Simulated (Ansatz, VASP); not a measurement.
**Hg: VASP beside Ansatz**

File INCAR:

```
PREC     = Accurate       # precision mode
ENCUT    = 520            # plane-wave cutoff, eV
EDIFF    = 1E-6           # SCF threshold, eV
ISMEAR   = -1             # smearing method
SIGMA    = 0.1            # smearing width, eV
LREAL    = F              # projectors in reciprocal space
LASPH    = T              # aspherical terms in the spheres
NELM     = 100            # most SCF steps
ALGO     = Normal         # electronic algorithm
ISIF     = 2              # what is computed and relaxed
LWAVE    = F              # write WAVECAR
LCHARG   = F              # write CHGCAR
GGA      = PE             # functional
NBANDS   = 12             # bands
```

File KPOINTS:

```
regular mesh
0
Gamma
  19 19 19
```

POSCAR

```
Hg
1.0
   -1.9873340652      1.9873340652      1.9873340652
    1.9873340652     -1.9873340652      1.9873340652
    1.9873340652      1.9873340652     -1.9873340652
Hg
1
Direct
    0.0000000000      0.0000000000      0.0000000000
```

Input for Ansatz:

```yaml
crystal:
  lattice:
    - [-1.9873340652, 1.9873340652, 1.9873340652]
    - [1.9873340652, -1.9873340652, 1.9873340652]
    - [1.9873340652, 1.9873340652, -1.9873340652]
  atoms:
    - { symbol: Hg, position: [0.0, 0.0, 0.0] }
hamiltonian:
  xc: pbe
  pseudopotentials:
    kind: paw
    azcp:
      Hg: "pseudopotentials/Hg.paw.azcp"
basis:
  ecutwfc: 420
  fft_grid_basis: typed
kpoints:
  mp_grid: { grid: [19, 19, 19], shift: [0, 0, 0] }
magnetization:
  spin_polarized: false
scf:
  occupations: { method: fermi_dirac, width: 0.1 }
output:
  stress: true
```

Alike in both runs: task single point; functional PBE; k mesh 19 × 19 × 19; occupations fermi-dirac, width 0.1 eV; no spin polarisation.

```csv
,VASP,Ansatz
version,VASP 6.6.1,Ansatz 0.2.0
potentials or method,"VASP PAW PBE potentials, release 64 (Hg), cutoff 520 eV","plane waves (420 eV) with PAW, scalar-relativistic"
valence electrons in the cell,12,20
```

```tsv
	VASP	Ansatz	Ansatz less VASP
pressure (GPa)	-0.4	-0.5	-0.05
```

With one functional, cell and mesh, what is left measures potentials, basis and numerics. VASP's potentials hold 12 valence electrons a cell and Ansatz's 20, so a difference there can come from the potentials and not from the codes.

Neither program's run includes spin-orbit coupling.
